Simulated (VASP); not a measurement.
Wanted: the native input for a VASP 6.6.1 run.

```
Task                   : single point
Functional             : PBE
Potentials or basis    : VASP PAW PBE potentials, release 64 (Mg, I)
Cutoff                 : 520 eV
k mesh                 : 6 × 6 × 6
Occupations            : gaussian, width 0.1 eV
Spin                   : no spin polarisation
Dipole correction      : no
Further INCAR settings : ALGO = Normal; EDIFF = 1e-07; NBANDS = 12
```

The structure of Mg2I lies in POSCAR:

```
Mg2I
1.0
    1.9826778219      1.1446995742      6.4673045698
   -1.9826778219      1.1446995742      6.4673045698
    0.0000000000     -2.2893991484      6.4673045698
Mg I
2 1
Direct
    0.7809144446      0.7809144446      0.7809144446
    0.2190855554      0.2190855554      0.2190855554
    0.0000000000      0.0000000000      0.0000000000
```

One way to write it, as run:

INCAR

```
ALGO = Normal
EDIFF = 1E-7
ENCUT = 520
GGA = PE
ISIF = 2
ISMEAR = 0
LASPH = True
LCHARG = False
LREAL = False
LWAVE = False
NBANDS = 12
NELM = 80
PREC = Accurate
SIGMA = 0.1
```

KPOINTS

```
k-points
0
Gamma
  6 6 6
```

Potentials or basis: VASP PAW PBE potentials, release 64 (Mg, I).

Command:

```console
$ cat potpaw_PBE.64/Mg/POTCAR potpaw_PBE.64/I/POTCAR > POTCAR
$ mpirun -np 1 vasp_std > vasp.out
```

Results of the run:

The pressure is 0.1 GPa, the largest force is 0.023 eV/Å and the band gap on the k mesh is zero (an odd number of electrons rules out a gap without spin polarisation).

Caveat: spin-orbit coupling is left out, which moves the levels of the heavy elements; an odd number of electrons without spin polarisation forces a metal; a magnetic or distorted state may lie lower.

It took 48 s on 1 thread of Intel(R) Xeon(R) 6975P-C (Granite Rapids), with other jobs on the host, peak memory 0.38 GiB.
